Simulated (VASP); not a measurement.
Runs of VASP 6.6.1 on YN. The structure is that of space group Fm-3m (No. 225), or close to it. The cells are those of the table. 

```tsv
task	cell	cutoff (eV)	gap on the mesh (eV)	pressure (GPa)
single point	a = 2.987 Å, angles 60.0°, 2 atoms	600	none	176.0
single point	a = 2.737 Å, angles 60.0°, 2 atoms	600	none	(b)
single point	a = 3.449 Å, angles 60.0°, 2 atoms	600	0.18	2.7
single point	a = 2.825 Å, angles 60.0°, 2 atoms	600	none	(a)
electric field gradients	a = 3.449 Å, angles 60.0°, 2 atoms	520	0.18	2.8
```

Alike in all rows: level PBE; potentials or basis VASP PAW PBE potentials, release 64 (Y_sv, N); no spin polarisation; k mesh 10 × 10 × 10; smearing fermi-dirac 0.03 eV.

Question: Estimate the missing entries.

Answer: (a) 327.2; (b) 442.8.

A k mesh can miss the band edges, and the runs leave out spin-orbit coupling on Y.

A gap of «none» marks levels without a gap at the run's occupations.
